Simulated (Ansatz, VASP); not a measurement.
**One calculation of Sr4AlO5, two programs**

```
Sr Al O
1.0
     3.59389    0.00000    0.00000
    -1.79694    3.11240    0.00000
     0.00000    0.00000   15.17400
Sr Al O
4 1 5
Direct
  0.66667 0.33333 0.10273
  0.33333 0.66667 0.50018
  0.00000 0.00000 0.70013
  0.33333 0.66667 0.90192
  0.33333 0.66667 0.30207
  0.00000 0.00000 0.99591
  0.33333 0.66667 0.18814
  0.00000 0.00000 0.34501
  0.66667 0.33333 0.58512
  0.66667 0.33333 0.79507
```

Alike in both runs: functional PBE; k mesh 6 × 6 × 1; occupations gaussian, width 0.1 eV; no spin polarisation.

Ansatz relaxed the structure, and its values are those at the end. VASP's run is a single point on that final structure, the one shown.

```csv
,VASP,Ansatz
version,VASP 6.6.1,Ansatz 0.2.0
potentials or method,"VASP PAW PBE potentials, release 64 (Sr_sv, Al, O), cutoff 520 eV","scalar-relativistic, plane waves, PAW"
valence electrons in the cell,73,73
```

|  | VASP | Ansatz | Ansatz less VASP |
| --- | --- | --- | --- |
| gap on the k mesh at the Fermi level (eV) | none | none | - |
| pressure (GPa) | 0.4 | 0.0 | -0.44 |
| rms of the force components (eV/Å) | 0.018 | 0.004 | -0.0138 |

A gap of «none» marks a metal or a gap that the smearing closes. With one functional, cell and mesh, what is left measures potentials, basis and numerics.

The k mesh is coarse, so the values compare programs but aren't converged.
